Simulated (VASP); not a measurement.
A run of VASP 6.6.1 is set up as follows.

File INCAR:

```
PREC     = Accurate       # precision mode
ENCUT    = 520            # plane-wave cutoff, eV
EDIFF    = 1E-6           # SCF threshold, eV
ISMEAR   = 0              # smearing method
SIGMA    = 0.1            # smearing width, eV
LREAL    = F              # projectors in reciprocal space
LASPH    = T              # aspherical terms in the spheres
NELM     = 60             # most SCF steps
ALGO     = Normal         # electronic algorithm
ISIF     = 2              # what is computed and relaxed
LWAVE    = F              # write WAVECAR
LCHARG   = F              # write CHGCAR
GGA      = PE             # functional
NBANDS   = 25             # bands
```

Contents of KPOINTS:

```
Automatic mesh
0
Gamma
  4 4 4
```

File POSCAR:

```
HfB2
1.0
    4.9326086900      0.0000000000      0.0000000000
    0.0000000000      2.6265313000      2.8258567700
    0.0000000000     -2.6265313000      2.8258567700
Hf B
2 4
Direct
    0.2500000000      0.0869515900      0.0771445100
    0.7500000000      0.0771445100      0.0869515900
    0.2500000000      0.8432600900      0.6997048500
    0.7500000000      0.6997048500      0.8432600900
    0.0000000000      0.8702385400      0.8702385400
    0.5000000000      0.8702385400      0.8702385400
```

Potentials or basis: VASP PAW PBE potentials, release 64 (Hf_pv, B).

The run is started by

```bash
$ cat potpaw_PBE.64/Hf_pv/POTCAR potpaw_PBE.64/B/POTCAR > POTCAR
$ mpirun -np 1 vasp_std > vasp.out
```

Predict the band gap on the k mesh.

zero (band 16 reaches 4.92 eV, above the bottom of band 17 at 3.69 eV).

What does it give for the pressure?

127.8 GPa.

Predict the largest force.

29.535 eV/Å.

Forces in eV/Å, atoms in the order of the input:
```
Hf    0.000   0.036  29.535
Hf    0.000  -0.036  29.535
B     0.000   4.126 -14.710
B     0.000  -4.126 -14.710
B     0.000   0.000 -14.825
B     0.000   0.000 -14.825
```

Caveat: the k points lie up to 0.41 Å⁻¹ apart; spin-orbit coupling is left out, which moves the levels of the heavy elements; forces of over 1 eV/Å act on the atoms, so gaps and moduli don't describe the material at rest.
